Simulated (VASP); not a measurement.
## GaSb: single point with B3LYP5

Crystal: GaSb.

```xyz
2
Lattice="0.0000 3.0590 3.0590 3.0590 0.0000 3.0590 3.0590 3.0590 0.0000" Properties=species:S:1:pos:R:3 pbc="T T T"
Sb    4.5885    4.5885    4.5885
Ga    0.0000    0.0000    0.0000
```

* Program: VASP 6.6.1
* Task: single point
* Functional: B3LYP5
* Potentials or basis: VASP PAW PBE potentials, release 64 (Sb, Ga_d)
* Cutoff: 520 eV
* k mesh: 4 × 4 × 4
* Occupations: fermi-dirac, width 0.05 eV
* Spin: no spin polarisation
* Dipole correction: no
* Grid for exact exchange (PRECFOCK): Normal
* Further INCAR settings: ALGO = Normal; EDIFF = 1e-07; NBANDS = 16
* Share of exact exchange: 0.2

| Quantity | Value |
| --- | --- |
| Pressure | 3.1 GPa |
| Band gap on the k mesh | 1.09 eV |

Levels at points of the mesh, in eV from the valence-band top:
| k point | band 7 | band 8 | band 9 | band 10 | band 11 | band 12 |
| --- | --- | --- | --- | --- | --- | --- |
| (0.00, 0.00, 0.00) | 0.00 | 0.00 | 0.00 | 1.09 | 3.94 | 3.94 |
| (0.50, 0.00, 0.00) | -6.85 | -1.23 | -1.23 | 1.47 | 4.98 | 4.98 |
| (0.50, 0.50, 0.00) | -7.37 | -2.74 | -2.74 | 2.01 | 2.40 | 10.20 |

It took 8 min on 1 thread of AMD EPYC 9R45 96-Core Processor (Zen 5), with other jobs on the host, peak memory 0.17 GiB.

Caveat: the k points lie up to 0.44 Å⁻¹ apart; the PAW data sets were made with another functional, which shifts forces and pressure a little; spin-orbit coupling is left out, which moves the levels of the heavy elements. A k mesh can miss the band edges.
